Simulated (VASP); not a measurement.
A run of VASP 6.6.1:

File INCAR:

```
SYSTEM = V
PREC = Accurate
ENCUT = 400
EDIFF = 1E-6
ISMEAR = -1
SIGMA = 0.05
LREAL = .False.
LASPH = .True.
NELM = 120
ALGO = Normal
ISIF = 2
LWAVE = .False.
LCHARG = .True.
LDIPOL = .True.
IDIPOL = 3
DIPOL = 0.5 0.5 0.500
GGA = PE
LELF = .True.
LVHAR = .True.
LVACPOTAV = .True.
NBANDS = 40
GGA_COMPAT = .False.
NELMDL = -8
```

File KPOINTS:

```
regular mesh
0
Gamma
  9 9 1
  0 0 0
```

The input POSCAR:

```
V
1.0
    4.2385384045      0.0000000000      0.0000000000
   -2.1192692022      3.6706819332      0.0000000000
    0.0000000000      0.0000000000     19.4608000000
V
5
Direct
    0.8333333333      0.1666666667      0.4227790324
    0.1666666667      0.8333333333      0.4649175138
    0.5000000000      0.5000000000      0.5000000009
    0.8333333333      0.1666666667      0.5350824908
    0.1666666667      0.8333333333      0.5772209620
```

Potentials or basis: VASP PAW PBE potentials, release 64 (V_sv).

Run with:

```console
$ cat potpaw_PBE.64/V_sv/POTCAR > POTCAR
$ mpirun -np 1 vasp_std > vasp.out
```

Hardware: 1 thread of Intel(R) Xeon(R) 6975P-C (Granite Rapids), on a shared host.

Problem. Estimate the wall time of this run.

Solution. Wall time 2.7 min on 1 thread of Intel(R) Xeon(R) 6975P-C (Granite Rapids) (shared host), peak memory 0.31 GiB. Counts: scf iterations 32, k points 12.
